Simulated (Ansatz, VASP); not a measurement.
# One calculation of BaTiO3, two programs

```xyz
5
Lattice="4.0073 -0.0200 -0.0200 -0.0200 4.0073 -0.0200 -0.0200 -0.0200 4.0073" Properties=species:S:1:pos:R:3 pbc="T T T"
Ba    1.9836    1.9836    1.9836
Ti    0.0000    0.0000    0.0000
O     2.0036   -0.0100   -0.0100
O    -0.0100    2.0036   -0.0100
O    -0.0100   -0.0100    2.0036
```

Change from the starting cell: equal xy, yz and zx shear strains of -1 %, crystal datasets.

Alike in both runs: task electric field gradients; functional PBE; k mesh 8 × 8 × 8; occupations fermi-dirac, width 0.05 eV; no spin polarisation.

```csv
,VASP,Ansatz
version,VASP 6.6.1,Ansatz 0.2.0
potentials or method,"VASP PAW PBE potentials, release 64 (Ba_sv, Ti_sv, O), cutoff 520 eV","all-electron PAW with datasets made for the crystal, scalar-relativistic"
```

VASP gave:

- pressure (GPa): 3.3
- traceless stress, the component that is largest in VASP (GPa): 1.25
- size of Vzz on the site where it differs most (V/Å²): 12.6

Estimate Ansatz's values.

pressure (GPa): 1.5; traceless stress, the component that is largest in VASP (GPa): 1.22; size of Vzz on the site where it differs most (V/Å²): 11.6.

Ansatz ran all-electron here, and VASP with PAW potentials. Ansatz's warnings: printed levels off.

Spin-orbit coupling is off throughout.
